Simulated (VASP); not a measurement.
# SmHfW (P4/mmm) in VASP: further runs

SmHfW is run at these levels: PBE; tasks: single point.

All numbers are computed with VASP 6.6.1; they aren't measurements. Logs are shortened: lines on timing, memory, paths and dates and some standing lists are left out, and cuts for length are marked.

### Step 1. The cell of the first run

Symmetry: P4/mmm, No. 123, tetragonal system. Conventional cell: a = 3.794 Å, b = 3.794 Å, c = 4.002 Å, α = 90.00°, β = 90.00°, γ = 90.00°. Within 3.5 Å of Sm (site symmetry 4/mmm) lie 4 Hf at 2.68 Å and 8 W at 3.35 Å. Within 2.7 Å of Hf (site symmetry 4/mmm) lie 2 W at 2.00 Å and 4 Sm at 2.68 Å. Within 2.7 Å of W (site symmetry 4/mmm) lie 2 Hf at 2.00 Å.

The cell was generated, and may not be a known phase.

### Step 2. Single point, PBE

INCAR

```
SYSTEM = SmHfW
PREC = Accurate ; ENCUT = 500
EDIFF = 1E-6 ; ISMEAR = 0
SIGMA = 0.1 ; LREAL = .FALSE.
LASPH = .TRUE. ; NELM = 200
ALGO = Normal ; ISIF = 2
LWAVE = .FALSE. ; LCHARG = .FALSE.
GGA = PE ; NBANDS = 24
GGA_COMPAT = .FALSE. ; LMAXMIX = 6
```

KPOINTS

```
regular mesh
0
G
  4 4 4
  0 0 0
```

POSCAR

```
SmHfW
1.0
    3.7944593900      0.0000000000      0.0000000000
    0.0000000000      3.7944593900      0.0000000000
    0.0000000000      0.0000000000      4.0020005600
Sm Hf W
1 1 1
Direct
    0.0000000000      0.0000000000      0.0000000000
    0.5000000000      0.5000000000      0.0000000000
    0.5000000000      0.5000000000      0.5000000000
```

Potentials or basis: VASP PAW PBE potentials, release 64 (Sm_3, Hf_pv, W_sv), 4f in core.

Command:

```console
$ cat potpaw_PBE.64/Sm_3/POTCAR potpaw_PBE.64/Hf_pv/POTCAR potpaw_PBE.64/W_sv/POTCAR > POTCAR
$ mpirun -np 1 vasp_std > vasp.out
```

OUTCAR:

```text
SYSTEM = SmHfW
   PREC = Accurate
   ENCUT = 500
   EDIFF = 1E-6
   ISMEAR = 0
   LREAL = .FALSE.
   LASPH = .TRUE.
   NELM = 200
   ISIF = 2
   GGA = PE

 ion  position               nearest neighbor table
   1  0.000  0.000  0.000-   2 2.68   2 2.68   2 2.68   2 2.68   3 3.35   3 3.35   3 3.35   3 3.35
                             3 3.35   3 3.35   3 3.35   3 3.35
   2  0.500  0.500  0.000-   3 2.00   3 2.00   1 2.68   1 2.68   1 2.68   1 2.68
   3  0.500  0.500  0.500-   2 2.00   2 2.00   1 3.35   1 3.35   1 3.35   1 3.35   1 3.35   1 3.35
                             1 3.35   1 3.35

  LATTYP: Found a simple tetragonal cell.
 ALAT       =     3.7944593900
 C/A-ratio  =     1.0546958469

  Lattice vectors:

 A1 = (   3.7944593900,   0.0000000000,   0.0000000000)
 A2 = (   0.0000000000,   3.7944593900,   0.0000000000)
 A3 = (   0.0000000000,   0.0000000000,   4.0020005600)

Analysis of symmetry for initial positions (statically):
=====================================================================
 Subroutine PRICEL returns:
 Original cell was already a primitive cell.

 Routine SETGRP: Setting up the symmetry group for a
 simple tetragonal supercell.

 Subroutine GETGRP returns: Found 16 space group operations
 (whereof 16 operations were pure point group operations)
 out of a pool of 16 trial point group operations.

The static configuration has the point symmetry D_4h.

Analysis of symmetry for dynamics (positions and initial velocities):
=====================================================================
 Subroutine PRICEL returns:
 Original cell was already a primitive cell.

 Routine SETGRP: Setting up the symmetry group for a
 simple tetragonal supercell.

 Subroutine GETGRP returns: Found 16 space group operations
 (whereof 16 operations were pure point group operations)
 out of a pool of 16 trial point group operations.

The dynamic configuration has the point symmetry D_4h.

 Subroutine INISYM returns: Found 16 space group operations
 (whereof 16 operations are pure point group operations),
 and found     1 'primitive' translations

----------------------------------------------------------------------------------------

                                     Primitive cell

  volume of cell :      57.6205

  direct lattice vectors                    reciprocal lattice vectors
     3.794459390  0.000000000  0.000000000     0.263542154  0.000000000  0.000000000
     0.000000000  3.794459390  0.000000000     0.000000000  0.263542154  0.000000000
     0.000000000  0.000000000  4.002000560     0.000000000  0.000000000  0.249875028
[... 79 lines left out ...]
   EDIFF  = 0.1E-05   stopping-criterion for ELM
   LREAL  =      F    real-space projection
   EDIFFG = 0.1E-04   stopping-criterion for IOM
   NSW    =      0    number of steps for IOM
   IBRION =     -1    ionic relax: 0-MD 1-quasi-New 2-CG
   NFREE  =      0    steps in history (QN), initial steepest desc. (CG)
   ISIF   =      2    stress and relaxation
   ISYM   =      2    0-nonsym 1-usesym 2-fastsym
   POTIM  = 0.5000    time-step for ionic-motion
   TEBEG  =    0.0;   TEEND  =   0.0 temperature during run
   PSTRESS=    0.0 pullay stress
   NELECT =      35.0000    total number of electrons
   NUPDOWN=      -1.0000    fix difference up-down
   EMIN   =  10.00;   EMAX   =-10.00  energy-range for DOS
   EFERMI =   0.00;   METHOD = LEGACY
   ISMEAR =     0;   SIGMA  =   0.10  broadening in eV -4-tet -1-fermi 0-gaus
   EFERMI_NEDOS =   21; number of points for ismear=-14 and -15
   IALGO  =     38    algorithm
   IMIX   =      4    mixing-type and parameters
     AMIX     =   0.40;   BMIX     =  1.00
     AMIX_MAG =   1.60;   BMIX_MAG =  1.00
  volume/ion in A,a.u.               =      19.21       129.61
  Fermi-wavevector in a.u.,A,eV,Ry     =   1.386453  2.620017 26.153830  1.922252
  Thomas-Fermi vector in A             =   2.510767
   LORBIT       =      0    0 simple, 1 ext, 2 COOP (PROOUT), +10 PAW based schemes
   GGA     = PE    functional components
   LHFCALC =     F    Hartree Fock is set to
   AEXX    =    0.0000 exact exchange contribution
   IVDW    =     0    specifies the selected vdW correction
   LEPSILON=     F    determine dielectric tensor
   LRPA    =     F    only Hartree local field effects (RPA)
 non-spin polarized calculation
 Gauss-broadening in eV      SIGMA  =   0.10
  energy-cutoff  :      500.00
  volume of cell :       57.62
 maximum number of plane-waves:      1476
 NGX is ok and might be reduce to    28
   NGX = 13   NGY = 13   NGZ = 15

 number of electron      35.0000000 magnetization

 Free energy of the ion-electron system (eV)
  ---------------------------------------------------
  ext. energy  EPLUGINS =         0.00000000
  ---------------------------------------------------
  free energy    TOTEN  =       -15.31945986 eV

  energy without entropy =      -15.31095082  energy(sigma->0) =      -15.31520534

 E-fermi :   6.4958     XC(G=0): -11.9921

 val. band max:        6.4362853494   @ k =   0.5000   0.2500   0.2500
 cond. band min:       6.5345705967   @ k =   0.5000   0.5000   0.5000
 fundamental gap:      0.0982852473
 Fermi energy:         6.4957884906

 k-point     1 :       0.0000    0.0000    0.0000
  band No.  band energies     occupation
      1     -66.8067      2.00000
      2     -34.0444      2.00000
      3     -33.6340      2.00000
      4     -31.1518      2.00000
      5     -31.1518      2.00000
      6     -23.1745      2.00000
[... 475 lines left out ...]
     23      12.3116      0.00000
     24      12.3116      0.00000

------------------------ aborting loop because EDIFF is reached ----------------------------------------

  FORCE on cell =-STRESS in cart. coord.  units (eV):
  Direction    XX          YY          ZZ          XY          YZ          ZX
  --------------------------------------------------------------------------------------
  -------------------------------------------------------------------------------------
  Total       11.9288262     11.9288262     71.1591998      0.0000000     -0.0000000     -0.0000000
  in kB      331.6892007    331.6892007   1978.6303878      0.0000000     -0.0000000     -0.0000000
  external PRESSURE =     880.6695964 kB  Pullay stress =       0.0000000 kB

 VOLUME and BASIS-vectors are now :
 -----------------------------------------------------------------------------
  energy-cutoff  :      500.00
  volume of cell :       57.62
      direct lattice vectors                 reciprocal lattice vectors
     3.794459390  0.000000000  0.000000000     0.263542154  0.000000000  0.000000000
     0.000000000  3.794459390  0.000000000     0.000000000  0.263542154  0.000000000
     0.000000000  0.000000000  4.002000560     0.000000000  0.000000000  0.249875028

 POSITION                                       TOTAL-FORCE (eV/Angst)
 -----------------------------------------------------------------------------------
      0.00000      0.00000      0.00000         0.000000      0.000000      0.000000
      1.89723      1.89723      0.00000         0.000000      0.000000      0.000000
      1.89723      1.89723      2.00100         0.000000      0.000000      0.000000
 -----------------------------------------------------------------------------------
    total drift:                                0.000000      0.000000      0.000000

  FREE ENERGIE OF THE ION-ELECTRON SYSTEM (eV)
  ---------------------------------------------------
  free  energy   TOTEN  =       -15.3194598552 eV

  energy  without entropy=      -15.3109508249  energy(sigma->0) =      -15.31520534
```

OSZICAR:

```text
N       E                     dE             d eps       ncg     rms          rms(c)
DAV:   1     0.311128320352E+03    0.31113E+03   -0.18838E+04   864   0.143E+03
DAV:   2    -0.490345310800E+01   -0.31603E+03   -0.30657E+03   952   0.422E+02
DAV:   3    -0.165990785042E+02   -0.11696E+02   -0.11342E+02  1136   0.735E+01
DAV:   4    -0.167616165815E+02   -0.16254E+00   -0.16242E+00   952   0.932E+00
DAV:   5    -0.167651945814E+02   -0.35780E-02   -0.35775E-02  1128   0.125E+00    0.805E+01
DAV:   6    -0.157500547083E+02    0.10151E+01   -0.69604E+00  1016   0.147E+01    0.423E+01
DAV:   7    -0.163646214732E+02   -0.61457E+00   -0.93571E+00  1056   0.180E+01    0.173E+01
DAV:   8    -0.153242515191E+02    0.10404E+01   -0.40050E+00  1024   0.108E+01    0.565E+00
DAV:   9    -0.153206875421E+02    0.35640E-02   -0.92232E-02  1056   0.180E+00    0.140E+00
DAV:  10    -0.153195266533E+02    0.11609E-02   -0.10244E-02  1024   0.597E-01    0.278E-01
DAV:  11    -0.153194992367E+02    0.27417E-04   -0.53608E-04  1016   0.147E-01    0.156E-01
DAV:  12    -0.153194634623E+02    0.35774E-04   -0.29331E-04  1048   0.110E-01    0.101E-01
DAV:  13    -0.153194606094E+02    0.28528E-05   -0.26644E-05  1056   0.315E-02    0.864E-03
DAV:  14    -0.153194598552E+02    0.75423E-06   -0.12244E-06   712   0.775E-03
   1 F= -.15319460E+02 E0= -.15315205E+02  d E =-.850903E-02
```

Wall time 11 s (1 thread of Intel Xeon 6975P-C (Granite Rapids), shared host); peak memory 0.18 GiB.

What came out:

```
Free energy            : -15.3195 eV
Pressure               : 88.1 GPa
Band gap on the k mesh : zero (an odd number of electrons rules out a gap without spin polarisation)
```

Caveat: the k points lie up to 0.41 Å⁻¹ apart, too coarse for converged energies and pressures of a metal; atoms lie so close that the PAW spheres overlap strongly, which falsifies energies and pressures; spin-orbit coupling is left out, which moves the levels of the heavy elements; the 4f electrons are frozen in the core, so they carry no moment and show no levels.

### Step 3. Single point, PBE

This run uses another cell than the first one, of 28.84 Å³/atom.

INCAR

```
SYSTEM = SmHfW
ALGO = Normal
EDIFF = 1E-6
ENCUT = 500
GGA = PE
GGA_COMPAT = .False.
ISIF = 2
ISMEAR = 0
LASPH = .True.
LCHARG = .False.
LMAXMIX = 6
LREAL = .False.
LWAVE = .False.
NBANDS = 24
NELM = 200
PREC = Accurate
SIGMA = 0.1
```

KPOINTS

```
k-points
0
Gamma
  4 4 4
  0 0 0
```

POSCAR

```
SmHfW
1.0
    4.2169248728      0.0000000000      0.0000000000
    0.0000000000      4.2169248728      0.0000000000
    0.0000000000      0.0000000000      4.8656632046
Sm Hf W
1 1 1
Direct
    0.0000000000      0.0000000000      0.0000000000
    0.5000000000      0.5000000000      0.0000000000
    0.5000000000      0.5000000000      0.5000000000
```

Potentials or basis: VASP PAW PBE potentials, release 64 (Sm_3, Hf_pv, W_sv), 4f in core.

Command:

```console
$ cat potpaw_PBE.64/Sm_3/POTCAR potpaw_PBE.64/Hf_pv/POTCAR potpaw_PBE.64/W_sv/POTCAR > POTCAR
$ mpirun -np 1 vasp_std > vasp.out
```

It took 15 s on 1 thread of Intel Xeon 6975P-C (Granite Rapids), shared host; peak memory 0.21 GiB.

The run converged. Its results:

```
Free energy            : -22.0030 eV
Pressure               : 0.2 GPa
Band gap on the k mesh : zero (an odd number of electrons rules out a gap without spin polarisation)
```

Stress tensor (GPa, compression positive):
```
0.26 0.00 0.00
0.00 0.26 0.00
0.00 0.00 0.14
```

Levels at points of the mesh, in eV from the Fermi level:
```
           k point  band 16  band 17  band 18  band 19  band 20  band 21
(0.00, 0.00, 0.00)    -2.14    -1.15    -1.12     0.59     1.32     2.84
(0.50, 0.00, 0.00)    -1.68     0.00     0.73     0.97     1.01     1.50
(0.50, 0.50, 0.00)    -1.45     0.51     0.79     0.79     0.99     2.13
(0.00, 0.00, 0.50)    -0.46    -0.10    -0.10     0.23     0.23     0.73
(0.50, 0.00, 0.50)    -0.41    -0.15     0.73     1.17     1.38     1.42
(0.50, 0.50, 0.50)    -0.85    -0.57    -0.07     0.60     1.20     1.23
```

Caveat: the k points lie up to 0.37 Å⁻¹ apart, too coarse for converged energies and pressures of a metal; spin-orbit coupling is left out, which moves the levels of the heavy elements; the 4f electrons are frozen in the core, so they carry no moment and show no levels.

The gap in the log of VASP goes by the Fermi energy; the results here count the filled bands.